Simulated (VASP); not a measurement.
## W: single point with PBEsol

System: W, a slab with vacuum.

```
W
1.0
     2.82701    0.00000    0.00000
    -1.41350    2.44826    0.00000
     0.00000    0.00000   18.61648
W
3
Direct
  0.66667 0.33333 0.37601
  0.33333 0.66667 0.50089
  0.00000 0.00000 0.62576
```

| Quantity | Value |
| --- | --- |
| Program | VASP 6.6.1 |
| Task | single point |
| Functional | PBEsol |
| Potentials or basis | VASP PAW PBE potentials, release 64 (W_sv) |
| Cutoff | 400 eV |
| k mesh | 12 × 12 × 1 |
| Occupations | methfessel-paxton, width 0.1 eV |
| Spin | no spin polarisation |
| Dipole correction | yes |
| Further INCAR settings | ALGO = Normal; EDIFF = 1e-06; NBANDS = 28; NELMDL = -8 |

* Largest force: 0.010 eV/Å
* Band gap on the k mesh: zero (bands 21 and 22 overlap by 1.62 eV)

Forces on the atoms (eV/Å):
```
W    0.000  0.000 -0.010
W    0.000  0.000  0.000
W    0.000  0.000  0.010
```

Levels at points of the mesh, in eV from the Fermi level:
| k point | band 17 | band 18 | band 19 | band 20 | band 21 | band 22 | band 23 | band 24 | band 25 | band 26 |
| --- | --- | --- | --- | --- | --- | --- | --- | --- | --- | --- |
| (0.00, 0.00, 0.00) | -1.13 | -0.64 | -0.64 | -0.50 | -0.22 | -0.22 | 0.04 | 0.04 | 0.51 | 2.41 |
| (0.50, 0.00, 0.00) | -2.62 | -1.47 | -0.45 | -0.17 | 0.85 | 1.77 | 1.99 | 2.91 | 4.04 | 4.48 |

It took 33 s on 1 thread of Intel(R) Xeon(R) 6975P-C (Granite Rapids), on a shared host, peak memory 0.2 GiB.

Caveat: the PAW data sets were made with another functional, which shifts forces and pressure a little; spin-orbit coupling is left out, which moves the levels of the heavy elements.
